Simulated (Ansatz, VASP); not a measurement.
Cr: VASP beside Ansatz

```
CELL_PARAMETERS angstrom
2.81440 0.00000 0.00000
1.40720 1.99008 0.00000
0.00000 0.00000 27.94050
ATOMIC_POSITIONS crystal
Cr 0.00000 0.00000 0.28632
Cr 0.50000 0.00000 0.35755
Cr 0.00000 0.00000 0.42877
Cr 0.50000 0.00000 0.50000
Cr 0.00000 0.00000 0.57123
Cr 0.50000 0.00000 0.64245
Cr 0.00000 0.00000 0.71368
```

Alike in both runs: task single point; functional PBEsol; k mesh 16 × 16 × 1; occupations fermi-dirac, width 0.03 eV; no spin polarisation.

```csv
,VASP,Ansatz
version,VASP 6.6.1,Ansatz 0.2.0
potentials or method,"VASP PAW PBE potentials, release 64 (Cr_pv)","plane-wave PAW, scalar-relativistic"
plane-wave cutoff (eV),400,420
valence electrons in the cell,84,98
```

VASP gave:

* rms of the force components (eV/Å): 0.211
* work function, face that differs most (eV): 5.02

What did Ansatz give for the same quantities?

rms of the force components (eV/Å): 0.210; work function, face that differs most (eV): 5.03.

VASP's potentials were made for PBE, not for PBEsol, and Ansatz warns of the same on its side. Atom by atom the forces differ by 0.005 eV/Å (rms over components). The functional is the same, so the differences come from potentials, cutoffs and numerics. VASP's potentials hold 84 valence electrons a cell and Ansatz's 98, so a difference there can come from the potentials and not from the codes.
